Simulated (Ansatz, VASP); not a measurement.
Pd: VASP beside Ansatz

```
Pd
1.0
    -1.49367    1.49367    1.65090
     1.49367   -1.49367    1.65090
     1.49367    1.49367   -1.65090
Pd
1
Direct
  0.00000 0.00000 0.00000
```

Change from the starting cell: strain -0.050 along x and y, +0.050 along z, atoms carried along.

Alike in both runs: task single point; functional PBEsol; k mesh 22 × 22 × 22; occupations gaussian, width 0.15 eV; no spin polarisation.

```csv
,VASP,Ansatz
version,VASP 6.6.1,Ansatz 0.2.0
potentials or method,"VASP PAW PBE potentials, release 64 (Pd), cutoff 520 eV","scalar-relativistic, plane waves, PAW"
valence electrons in the cell,10,18
```

|  | VASP | Ansatz | Ansatz less VASP |
| --- | --- | --- | --- |
| gap on the k mesh at the Fermi level (eV) | none | none | - |
| pressure (GPa) | -1.4 | -1.1 | +0.35 |
| traceless stress, the component that is largest in VASP (GPa) | 2.28 | 2.31 | +0.025 |

VASP's potentials were made for PBE, not for PBEsol. A gap of «none» marks a metal or a gap that the smearing closes. The functional is the same, so the differences come from potentials, cutoffs and numerics. VASP's potentials hold 10 valence electrons a cell and Ansatz's 18, so a difference there can come from the potentials and not from the codes.
